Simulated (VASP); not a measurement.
# V (Im-3m) in VASP: a series of runs, part 2 of 2

VASP 6.6.1. The steps go on from the part before.

### Step 3. Single point, LDA

This run uses another cell than the first one, of 12.63 Å³/atom.

Input file INCAR:

```
PREC = Accurate
ENCUT = 500
EDIFF = 1E-6
ISMEAR = 0
SIGMA = 0.1
LREAL = False
LASPH = True
NELM = 120
ALGO = Normal
ISIF = 2
LWAVE = False
LCHARG = False
NBANDS = 12
GGA_COMPAT = False
```

Input file KPOINTS:

```
Automatic mesh
0
Gamma
  10 10 10
```

Input file POSCAR:

```
V
1.0
   -1.4672033618      1.4672033618      1.4672033618
    1.4672033618     -1.4672033618      1.4672033618
    1.4672033618      1.4672033618     -1.4672033618
V
1
Direct
    0.0000000000      0.0000000000      0.0000000000
```

Potentials or basis: VASP PAW LDA potentials, release 64 (V_sv).

On the command line:

```bash
$ cat potpaw_LDA.64/V_sv/POTCAR > POTCAR
$ mpirun -np 1 vasp_std > vasp.out
```

Run time: 8.5 s. Hardware: 1 thread of Intel Xeon Platinum 8259CL at 2.50GHz (Skylake/Cascade Lake), shared host; peak memory 0.11 GiB.

It converged, with:

```
Free energy            : -9.9427 eV
Pressure               : -0.1 GPa
Band gap on the k mesh : zero (an odd number of electrons rules out a gap without spin polarisation)
```

Levels at points of the mesh, in eV from the Fermi level:
```tsv
k point	band 2	band 3	band 4	band 5	band 6	band 7	band 8	band 9	band 10	band 11
(0.00, 0.00, 0.00)	-36.52	-36.52	-36.52	-6.65	0.36	0.36	0.36	2.52	2.52	21.03
(0.50, 0.00, 0.00)	-37.65	-36.87	-36.53	-3.42	-1.31	1.98	2.55	2.93	4.44	10.99
(0.50, 0.50, 0.50)	-37.28	-37.28	-37.28	-3.34	-3.34	4.01	4.01	4.01	10.82	10.82
```

### Step 4. Single point, LDA

This run uses another cell than the first one, of 12.53 Å³/atom.

Input file INCAR:

```
  ALGO = Normal
  EDIFF = 1E-6
  ENCUT = 500
  GGA_COMPAT = False
  ISIF = 2
  ISMEAR = 0
  LASPH = True
  LCHARG = True
  LELF = True
  LREAL = False
  LVHAR = True
  LWAVE = False
  NBANDS = 12
  NELM = 120
  PREC = Accurate
  SIGMA = 0.1
```

Input file KPOINTS:

```
k-points
0
Gamma
  20 20 20
```

Input file POSCAR:

```
V
1.0
   -1.4633701675      1.4633701675      1.4633701675
    1.4633701675     -1.4633701675      1.4633701675
    1.4633701675      1.4633701675     -1.4633701675
V
1
Direct
    0.0000000000      0.0000000000      0.0000000000
```

Potentials or basis: VASP PAW LDA potentials, release 64 (V_sv).

On the command line:

```bash
$ cat potpaw_LDA.64/V_sv/POTCAR > POTCAR
$ mpirun -np 1 vasp_std > vasp.out
```

OUTCAR:

```text
EDIFF = 1E-6
   ENCUT = 500
   ISIF = 2
   ISMEAR = 0
   LASPH = True
   LREAL = False
   NELM = 120
   PREC = Accurate

 ion  position               nearest neighbor table
   1  0.000  0.000  0.000-

  LATTYP: Found a body centered cubic cell.
 ALAT       =     2.9267403350

  Lattice vectors:

 A1 = (  -1.4633701675,   1.4633701675,   1.4633701675)
 A2 = (   1.4633701675,  -1.4633701675,   1.4633701675)
 A3 = (   1.4633701675,   1.4633701675,  -1.4633701675)

Analysis of symmetry for initial positions (statically):
=====================================================================
 Subroutine PRICEL returns:
 Original cell was already a primitive cell.

 Routine SETGRP: Setting up the symmetry group for a
 body centered cubic supercell.

 Subroutine GETGRP returns: Found 48 space group operations
 (whereof 48 operations were pure point group operations)
 out of a pool of 48 trial point group operations.

The static configuration has the point symmetry O_h .

Analysis of symmetry for dynamics (positions and initial velocities):
[... 166 lines left out ...]
      1     -52.4798      2.00000
      2     -26.0475      2.00000
      3     -26.0475      2.00000
      4     -26.0475      2.00000
      5       3.7587      2.00000
      6      10.8071      0.00000
      7      10.8071      0.00000
      8      10.8071      0.00000
      9      12.9914      0.00000
     10      12.9914      0.00000
     11      31.5133      0.00000
     12      31.5133      0.00000
[... 331 lines left out ...]
 k-point    24 :       0.2500    0.1000    0.0000
  band No.  band energies     occupation
      1     -52.2892      2.00000
      2     -26.8308      2.00000
      3     -26.2965      2.00000
      4     -26.0932      2.00000
      5       6.8344      2.00000
      6       9.6368      2.00000
      7      10.1285      1.99993
      8      12.5880      0.00000
      9      13.3237      0.00000
     10      13.6612      0.00000
     11      26.0140      0.00000
     12      28.3206      0.00000

 [... further k-points ...]

------------------------ aborting loop because EDIFF is reached ----------------------------------------

  FORCE on cell =-STRESS in cart. coord.  units (eV):
  Direction    XX          YY          ZZ          XY          YZ          ZX
  --------------------------------------------------------------------------------------
  -------------------------------------------------------------------------------------
  Total        0.0232110      0.0232110      0.0232110      0.0000000      0.0000000      0.0000000
  in kB        2.9667601      2.9667601      2.9667601      0.0000000      0.0000000      0.0000000
  external PRESSURE =       2.9667601 kB  Pullay stress =       0.0000000 kB

 VOLUME and BASIS-vectors are now :
 -----------------------------------------------------------------------------
  energy-cutoff  :      500.00
  volume of cell :       12.53
      direct lattice vectors                 reciprocal lattice vectors
    -1.463370167  1.463370167  1.463370167     0.000000000  0.341677049  0.341677049
     1.463370167 -1.463370167  1.463370167     0.341677049  0.000000000  0.341677049
     1.463370167  1.463370167 -1.463370167     0.341677049  0.341677049  0.000000000

 POSITION                                       TOTAL-FORCE (eV/Angst)
 -----------------------------------------------------------------------------------
      0.00000      0.00000      0.00000        -0.000000     -0.000000      0.000000
 -----------------------------------------------------------------------------------
    total drift:                                0.000000      0.000000      0.000000

  FREE ENERGIE OF THE ION-ELECTRON SYSTEM (eV)
  ---------------------------------------------------
  free  energy   TOTEN  =        -9.9531557913 eV

  energy  without entropy=       -9.9448266280  energy(sigma->0) =       -9.94899121
```

OSZICAR:

```text
N       E                     dE             d eps       ncg     rms          rms(c)
DAV:   1     0.865311134559E+02    0.86531E+02   -0.68827E+03  6156   0.117E+03
DAV:   2    -0.100600484487E+02   -0.96591E+02   -0.93761E+02  6272   0.324E+02
DAV:   3    -0.112598616844E+02   -0.11998E+01   -0.11968E+01  6756   0.424E+01
DAV:   4    -0.112656820176E+02   -0.58203E-02   -0.58202E-02  6648   0.313E+00
DAV:   5    -0.112657490064E+02   -0.66989E-04   -0.66988E-04  6712   0.317E-01    0.205E+01
DAV:   6    -0.998973071463E+01    0.12760E+01   -0.27886E+00  6388   0.281E+01    0.249E+00
DAV:   7    -0.996349069529E+01    0.26240E-01   -0.26983E-02  6476   0.206E+00    0.131E+00
DAV:   8    -0.995310645904E+01    0.10384E-01   -0.61382E-03  6472   0.122E+00    0.721E-02
DAV:   9    -0.995314420329E+01   -0.37744E-04   -0.88798E-05  6372   0.133E-01    0.546E-02
DAV:  10    -0.995315583154E+01   -0.11628E-04   -0.40010E-06  6620   0.255E-02    0.179E-03
DAV:  11    -0.995315579126E+01    0.40276E-07   -0.30370E-07  3224   0.937E-03
   1 F= -.99531558E+01 E0= -.99489912E+01  d E =-.832916E-02
```

stdout:

```text
POSCAR found type information on POSCAR V
 POSCAR found :  1 types and       1 ions
 scaLAPACK will be used
 LDA part: xc-table for (Slater(with rela. corr.)+CA(PZ))
 , standard interpolation
 POSCAR, INCAR and KPOINTS ok, starting setup
 FFT: planning ... GRIDC
 FFT: planning ... GRID_SOFT
 FFT: planning ... GRID
 WAVECAR not read
 entering main loop
```

Wall time 32 s (1 thread of Intel Xeon Platinum 8259CL at 2.50GHz (Skylake/Cascade Lake), shared host); peak memory 0.14 GiB.

What came out:

| Quantity | Value |
| --- | --- |
| Free energy | -9.9532 eV |
| Pressure | 0.3 GPa |
| Band gap on the k mesh | zero (an odd number of electrons rules out a gap without spin polarisation) |

### Step 5. The runs side by side

```csv
cell,k mesh,gap on the mesh (eV),pressure (GPa)
"a = 2.620 Å, angles 109.5°, 1 atom",8 × 8 × 8,none,-18.3
"a = 2.541 Å, angles 109.5°, 1 atom",10 × 10 × 10,none,-0.1
"a = 2.535 Å, angles 109.5°, 1 atom",20 × 20 × 20,none,0.3
```

Alike in all rows: task single point; level LDA; potentials or basis VASP PAW LDA potentials, release 64 (V_sv); no spin polarisation; cutoff (eV) 500; smearing gaussian 0.1 eV.

Caveats: some runs use coarse meshes.

Total energies depend on the potentials used, so only differences within one code and one set of settings carry meaning.
